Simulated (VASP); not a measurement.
# AlRu (Pm-3m) in VASP: a series of runs, part 3 of 3

VASP 6.6.1. The steps go on from the part before.

## Step 5: Single point, PBE0

This run uses another cell than the first one, of 13.39 Å³/atom, 1.031 times its volume.

Contents of POSCAR:

```
AlRu
1.0
    2.9916000000      0.0000000000      0.0000000000
    0.0000000000      2.9916000000      0.0000000000
    0.0000000000      0.0000000000      2.9916000000
Ru Al
1 1
Direct
    0.5000000000      0.5000000000      0.5000000000
    0.0000000000      0.0000000000      0.0000000000
```

Contents of INCAR.step1:

```
SYSTEM = AlRu
PREC = Accurate
ENCUT = 520
EDIFF = 1E-5
ISMEAR = -1
SIGMA = 0.05
LREAL = .False.
LASPH = .True.
NELM = 80
ALGO = Normal
ISIF = 2
LWAVE = .True.
LCHARG = .False.
GGA = PE
NBANDS = 16
```

Contents of INCAR.step2:

```
SYSTEM = AlRu
PREC = Accurate
ENCUT = 520
EDIFF = 1E-6
ISMEAR = -1
SIGMA = 0.05
LREAL = .False.
LASPH = .True.
NELM = 80
ALGO = Normal
ISIF = 2
LWAVE = .False.
LCHARG = .False.
GGA = PE
LHFCALC = .True.
AEXX = 0.25
PRECFOCK = Normal
ISTART = 1
NBANDS = 16
```

Contents of KPOINTS:

```
regular mesh
0
Gamma
  5 5 5
  0 0 0
```

Potentials or basis: VASP PAW PBE potentials, release 64 (Ru_pv, Al).

On the command line:

```bash
cat potpaw_PBE.64/Ru_pv/POTCAR potpaw_PBE.64/Al/POTCAR > POTCAR
cp INCAR.step1 INCAR
mpirun -np 1 vasp_std > vasp.out
cp INCAR.step2 INCAR
mpirun -np 1 vasp_std > vasp.out
```

OUTCAR:

```text
SYSTEM = AlRu
   PREC = Accurate
   ENCUT = 520
   EDIFF = 1E-6
   ISMEAR = -1
   LREAL = .False.
   LASPH = .True.
   NELM = 80
   ISIF = 2
   GGA = PE
   LHFCALC = .True.
   AEXX = 0.25
   PRECFOCK = Normal
   ISTART = 1

 ion  position               nearest neighbor table
   1  0.500  0.500  0.500-   2 2.59   2 2.59   2 2.59   2 2.59   2 2.59   2 2.59   2 2.59   2 2.59

   2  0.000  0.000  0.000-   1 2.59   1 2.59   1 2.59   1 2.59   1 2.59   1 2.59   1 2.59   1 2.59

  LATTYP: Found a simple cubic cell.
 ALAT       =     2.9916000000

  Lattice vectors:

 A1 = (   2.9916000000,   0.0000000000,   0.0000000000)
 A2 = (   0.0000000000,   2.9916000000,   0.0000000000)
 A3 = (   0.0000000000,   0.0000000000,   2.9916000000)

Analysis of symmetry for initial positions (statically):
=====================================================================
 Subroutine PRICEL returns:
 Original cell was already a primitive cell.

 Routine SETGRP: Setting up the symmetry group for a
 simple cubic supercell.

 Subroutine GETGRP returns: Found 48 space group operations
[... 9 lines left out ...]

 Routine SETGRP: Setting up the symmetry group for a
 simple cubic supercell.

 Subroutine GETGRP returns: Found 48 space group operations
[... 11 lines left out ...]
                                     Primitive cell

  volume of cell :      26.7738

  direct lattice vectors                    reciprocal lattice vectors
     2.991600000  0.000000000  0.000000000     0.334269287  0.000000000  0.000000000
     0.000000000  2.991600000  0.000000000     0.000000000  0.334269287  0.000000000
     0.000000000  0.000000000  2.991600000     0.000000000  0.000000000  0.334269287

  length of vectors
     2.991600000  2.991600000  2.991600000     0.334269287  0.334269287  0.334269287

  position of ions in fractional coordinates (direct lattice)
     0.500000000  0.500000000  0.500000000
     0.000000000  0.000000000  0.000000000

  ion indices of the primitive-cell ions
   primitive index   ion index
                 1           1
                 2           2
[... 82 lines left out ...]
   GGA     = PE    functional components
   LHFCALC =     T    Hartree Fock is set to
   PRECFOCK=normal    Normal, Fast or Accurate (Low or Medium for compatibility)
   ENCUT4O =  -1.0   cutoff for four orbital integrals eV
   NKREDX  =     1    reduce k-point grid by
   NKREDY  =     1    reduce k-point grid by
   NKREDZ  =     1    reduce k-point grid by
   AEXX    =    0.2500 exact exchange contribution
   HFSCREEN=    0.0000 screening length (either q_TF or 0.3 A-1)
   HFSCREENC=   0.0000 screening length for correlation (either q_TF or 0.3 A-1)
   ENCUTFOCK=  -1.0 apply spherical cutoff to Coloumb kernel
   IVDW    =     0    specifies the selected vdW correction
   LEPSILON=     F    determine dielectric tensor
   LRPA    =     F    only Hartree local field effects (RPA)
 non-spin polarized calculation
  energy-cutoff  :      520.00
  volume of cell :       26.77
 maximum number of plane-waves:       739
 NGX is ok and might be reduce to    24
  NGX = 18; NGY = 18; NGZ = 18

 number of electron      16.9999996 magnetization

 Free energy of the ion-electron system (eV)
  ---------------------------------------------------
  ext. energy  EPLUGINS =         0.00000000
  ---------------------------------------------------
  free energy    TOTEN  =       -17.85989887 eV

  energy without entropy =      -17.85287997  energy(sigma->0) =      -17.85638942

 E-fermi :  10.4058     XC(G=0):  -9.8460

 val. band max:       10.3004720549   @ k =   0.4000   0.4000   0.2000
 cond. band min:      10.6088420430   @ k =   0.2000   0.0000   0.0000
 fundamental gap:      0.3083699881
 Fermi energy:        10.4057972942

 k-point     1 :       0.0000    0.0000    0.0000
  band No.  band energies     occupation
      1     -34.5979      2.00000
      2     -34.5979      2.00000
      3     -34.5979      2.00000
      4      -0.8727      2.00000
      5       5.9057      2.00000
      6       5.9057      2.00000
[... 167 lines left out ...]
      3     -34.7838      2.00000
      4       4.1707      2.00000
      5       4.9055      2.00000
      6       4.9055      2.00000
[... 8 lines left out ...]
     15      21.3758      0.00000
     16      26.6355      0.00000

------------------------ aborting loop because EDIFF is reached ----------------------------------------

  FORCE on cell =-STRESS in cart. coord.  units (eV):
  Direction    XX          YY          ZZ          XY          YZ          ZX
  --------------------------------------------------------------------------------------
  -------------------------------------------------------------------------------------
  Total       -0.6411392     -0.6411392     -0.6411392      0.0000000     -0.0000000      0.0000000
  in kB      -38.3665151    -38.3665151    -38.3665151      0.0000000     -0.0000000      0.0000000
  external PRESSURE =     -38.3665151 kB  Pullay stress =       0.0000000 kB

 VOLUME and BASIS-vectors are now :
 -----------------------------------------------------------------------------
  energy-cutoff  :      520.00
  volume of cell :       26.77
      direct lattice vectors                 reciprocal lattice vectors
     2.991600000  0.000000000  0.000000000     0.334269287  0.000000000  0.000000000
     0.000000000  2.991600000  0.000000000     0.000000000  0.334269287  0.000000000
     0.000000000  0.000000000  2.991600000     0.000000000  0.000000000  0.334269287

 POSITION                                       TOTAL-FORCE (eV/Angst)
 -----------------------------------------------------------------------------------
      1.49580      1.49580      1.49580         0.000000      0.000000      0.000000
      0.00000      0.00000      0.00000         0.000000      0.000000      0.000000
 -----------------------------------------------------------------------------------
    total drift:                               -0.000000     -0.000000     -0.000000

  FREE ENERGIE OF THE ION-ELECTRON SYSTEM (eV)
  ---------------------------------------------------
  free  energy   TOTEN  =       -17.8598988667 eV

  energy  without entropy=      -17.8528799732  energy(sigma->0) =      -17.85638942
```

OUTCAR.step1:

```text
SYSTEM = AlRu
   PREC = Accurate
   ENCUT = 520
   EDIFF = 1E-5
   ISMEAR = -1
   LREAL = .False.
[... 396 lines left out ...]
      1.49580      1.49580      1.49580         0.000000      0.000000      0.000000
      0.00000      0.00000      0.00000         0.000000      0.000000      0.000000
 -----------------------------------------------------------------------------------
    total drift:                                0.000000     -0.000000     -0.000000

  FREE ENERGIE OF THE ION-ELECTRON SYSTEM (eV)
  ---------------------------------------------------
  free  energy   TOTEN  =       -14.1754590003 eV

  energy  without entropy=      -14.1558053931  energy(sigma->0) =      -14.16563220
```

OSZICAR.step1:

```text
N       E                     dE             d eps       ncg     rms          rms(c)
DAV:   1     0.112798602690E+03    0.11280E+03   -0.91713E+03   328   0.983E+02
DAV:   2    -0.128078161088E+02   -0.12561E+03   -0.11980E+03   352   0.287E+02
DAV:   3    -0.148111912452E+02   -0.20034E+01   -0.19870E+01   440   0.370E+01
DAV:   4    -0.148230043197E+02   -0.11813E-01   -0.11804E-01   400   0.315E+00
DAV:   5    -0.148231636631E+02   -0.15934E-03   -0.15934E-03   376   0.352E-01    0.123E+01
DAV:   6    -0.142628606099E+02    0.56030E+00   -0.23718E+00   344   0.161E+01    0.244E+00
DAV:   7    -0.141903367379E+02    0.72524E-01   -0.18211E-01   328   0.479E+00    0.217E+00
DAV:   8    -0.141756697388E+02    0.14667E-01   -0.16817E-02   384   0.110E+00    0.196E-01
DAV:   9    -0.141754637497E+02    0.20599E-03   -0.37312E-04   376   0.174E-01    0.131E-01
DAV:  10    -0.141754590003E+02    0.47494E-05   -0.26782E-05   368   0.563E-02
   1 F= -.14175459E+02 E0= -.14165632E+02  d E =-.196536E-01
```

Run time: 8.1 min. Hardware: 1 thread of Intel Xeon 6975P-C, shared host; peak memory 0.15 GiB.

What came out:

```yaml
Free_energy: -17.8599 eV
Pressure: -3.8 GPa
```

Caveat: the k points lie up to 0.42 Å⁻¹ apart; the PAW data sets were made with another functional, which shifts forces and pressure a little.

## Step 6: Single point, r2SCAN+U

This run uses another cell than the first one, of 13.39 Å³/atom, 1.031 times its volume.

POSCAR is that of step 5.

Contents of INCAR.step1:

```
PREC = Accurate ; ENCUT = 660
ISMEAR = 0 ; SIGMA = 0.05
LREAL = F ; LASPH = T
NELM = 200 ; LMAXMIX = 4
LDAU = T ; LDAUTYPE = 2
LDAUL = 2 -1 ; LDAUU = 3.5 0
LDAUJ = 0 0 ; NBANDS = 16
GGA = PE ; ALGO = Normal
EDIFF = 1E-5 ; LWAVE = T
LCHARG = F ; GGA_COMPAT = F
```

Contents of INCAR.step2:

```
PREC = Accurate ; ENCUT = 660
EDIFF = 1E-6 ; ISMEAR = 0
SIGMA = 0.05 ; LREAL = F
LASPH = T ; NELM = 200
ALGO = Normal ; ISIF = 2
LWAVE = F ; LCHARG = T
LMAXMIX = 4 ; LDAU = T
LDAUTYPE = 2 ; LDAUL = 2 -1
LDAUU = 3.5 0 ; LDAUJ = 0 0
LDAUPRINT = 1 ; METAGGA = R2SCAN
LMIXTAU = T ; LELF = T
LVHAR = T ; NBANDS = 16
ISTART = 1 ; GGA_COMPAT = F
```

Contents of KPOINTS:

```
Automatic mesh
0
Gamma
  9 9 9
```

Potentials or basis: VASP PAW PBE potentials, release 64 (Ru_sv, Al).

On the command line:

```bash
cat potpaw_PBE.64/Ru_sv/POTCAR potpaw_PBE.64/Al/POTCAR > POTCAR
cp INCAR.step1 INCAR
mpirun -np 1 vasp_std > vasp.out
cp INCAR.step2 INCAR
mpirun -np 1 vasp_std > vasp.out
```

OUTCAR:

```text
PREC = Accurate
   ENCUT = 660
   EDIFF = 1E-6
   ISMEAR = 0
   LREAL = F
   LASPH = T
   NELM = 200
   ISIF = 2
   METAGGA = R2SCAN
   ISTART = 1

 ion  position               nearest neighbor table
   1  0.500  0.500  0.500-   2 2.59   2 2.59   2 2.59   2 2.59   2 2.59   2 2.59   2 2.59   2 2.59

   2  0.000  0.000  0.000-   1 2.59   1 2.59   1 2.59   1 2.59   1 2.59   1 2.59   1 2.59   1 2.59

  LATTYP: Found a simple cubic cell.
 ALAT       =     2.9916000000

  Lattice vectors:

 A1 = (   2.9916000000,   0.0000000000,   0.0000000000)
 A2 = (   0.0000000000,   2.9916000000,   0.0000000000)
 A3 = (   0.0000000000,   0.0000000000,   2.9916000000)

Analysis of symmetry for initial positions (statically):
=====================================================================
 Subroutine PRICEL returns:
 Original cell was already a primitive cell.

 Routine SETGRP: Setting up the symmetry group for a
 simple cubic supercell.

 Subroutine GETGRP returns: Found 48 space group operations
[... 9 lines left out ...]

[... 185 lines left out ...]
 Free energy of the ion-electron system (eV)
  ---------------------------------------------------
  ext. energy  EPLUGINS =         0.00000000
  ---------------------------------------------------
  free energy    TOTEN  =       -29.42530683 eV

  energy without entropy =      -29.42145024  energy(sigma->0) =      -29.42337854

 E-fermi :  11.5430     XC(G=0): -13.6713

 val. band max:       11.5377635455   @ k =   0.4444   0.4444   0.1111
 cond. band min:      11.5448810827   @ k =   0.3333   0.3333   0.3333
 fundamental gap:      0.0071175371
 Fermi energy:        11.5429505126

 k-point     1 :       0.0000    0.0000    0.0000
  band No.  band energies     occupation
      1     -61.9921      2.00000
      2     -31.1735      2.00000
      3     -31.1735      2.00000
      4     -31.1735      2.00000
      5       1.5855      2.00000
      6       8.3207      2.00000
[... 433 lines left out ...]
      3     -31.3181      2.00000
      4     -31.1642      2.00000
      5       5.5364      2.00000
      6       7.8246      2.00000
[... 8 lines left out ...]
     15      25.4786      0.00000
     16      26.0751      0.00000

 [... further k-points ...]
[... 5 lines left out ...]
  --------------------------------------------------------------------------------------
  -------------------------------------------------------------------------------------
  Total       -0.3826586     -0.3826586     -0.3826586     -0.0000000     -0.0000000     -0.0000000
  in kB      -22.8987337    -22.8987337    -22.8987337     -0.0000000     -0.0000000     -0.0000000
  external PRESSURE =     -22.8987337 kB  Pullay stress =       0.0000000 kB

 VOLUME and BASIS-vectors are now :
 -----------------------------------------------------------------------------
  energy-cutoff  :      660.00
  volume of cell :       26.77
      direct lattice vectors                 reciprocal lattice vectors
     2.991600000  0.000000000  0.000000000     0.334269287  0.000000000  0.000000000
     0.000000000  2.991600000  0.000000000     0.000000000  0.334269287  0.000000000
     0.000000000  0.000000000  2.991600000     0.000000000  0.000000000  0.334269287

 POSITION                                       TOTAL-FORCE (eV/Angst)
 -----------------------------------------------------------------------------------
      1.49580      1.49580      1.49580         0.000000      0.000000      0.000000
      0.00000      0.00000      0.00000         0.000000      0.000000      0.000000
 -----------------------------------------------------------------------------------
    total drift:                                0.000000      0.000000      0.000000

  FREE ENERGIE OF THE ION-ELECTRON SYSTEM (eV)
  ---------------------------------------------------
  free  energy   TOTEN  =       -29.4253068299 eV

  energy  without entropy=      -29.4214502403  energy(sigma->0) =      -29.42337854
```

Run time: 50 s. Hardware: 1 thread of Intel Xeon Platinum 8488C (Sapphire Rapids), shared host; peak memory 0.17 GiB.

What came out:

| Property | Result |
| --- | --- |
| Free energy | -29.4253 eV |
| Pressure | -2.3 GPa |

Eigenvalues of the final occupation matrices:
| site | spin | trace | eigenvalues |
| --- | --- | --- | --- |
| site 1 d | 1 | 2.81 | 0.43 0.43 0.65 0.65 0.65 |
| site 1 d | 2 | 2.81 | 0.43 0.43 0.65 0.65 0.65 |

Caveat: the PAW data sets were made with another functional, which shifts forces and pressure a little; U without spin polarisation on a metal has little footing; the U is typed as a test and isn't derived for this compound.

## Step 7: Summary

| level | potentials or basis | U | cell | k mesh | cutoff (eV) | smearing | grid for exact exchange (PRECFOCK) | share of exact exchange | screening parameter | second run | gap on the mesh (eV) | pressure (GPa) |
| --- | --- | --- | --- | --- | --- | --- | --- | --- | --- | --- | --- | --- |
| PBEsol-based screened hybrid | VASP PAW PBE potentials, release 64 (Ru_pv, Al) | - | a = 2.961 Å, 2 atoms | 5 × 5 × 5 | 520 | fermi-dirac 0.05 eV | Normal | 0.25 | 0.207 1/Å | - | none | 0.3 |
| PBEsol-based global hybrid | VASP PAW PBE potentials, release 64 (Ru_pv, Al) | - | a = 2.960 Å, 2 atoms | 5 × 5 × 5 | 520 | fermi-dirac 0.05 eV | Normal | 0.25 | - | - | none | -0.8 |
| PBE-based screened hybrid | VASP PAW PBE potentials, release 64 (Ru_pv, Al) | - | a = 2.980 Å, 2 atoms | 5 × 5 × 5 | 520 | fermi-dirac 0.05 eV | Normal | 0.25 | 0.3 1/Å | - | none | 0.2 |
| PBE0 | VASP PAW PBE potentials, release 64 (Ru_pv, Al) | - | a = 2.992 Å, 2 atoms | 5 × 5 × 5 | 520 | fermi-dirac 0.05 eV | Normal | - | - | - | none | -3.8 |
| r2SCAN+U | VASP PAW PBE potentials, release 64 (Ru_sv, Al) | Ru d U = 3.5 eV | a = 2.992 Å, 2 atoms | 9 × 9 × 9 | 660 | gaussian 0.05 eV | - | - | - | valence_matched | none | -2.3 |

Alike in all rows: task single point; no spin polarisation.

Caveats: some runs use coarse meshes; the PAW data sets were made with another functional, which shifts forces and pressure a little; U without spin polarisation on a metal has little footing (some runs); the U is typed as a test and isn't derived for this compound (some runs).

Total energies depend on the potentials used, so only differences within one code and one set of settings carry meaning.
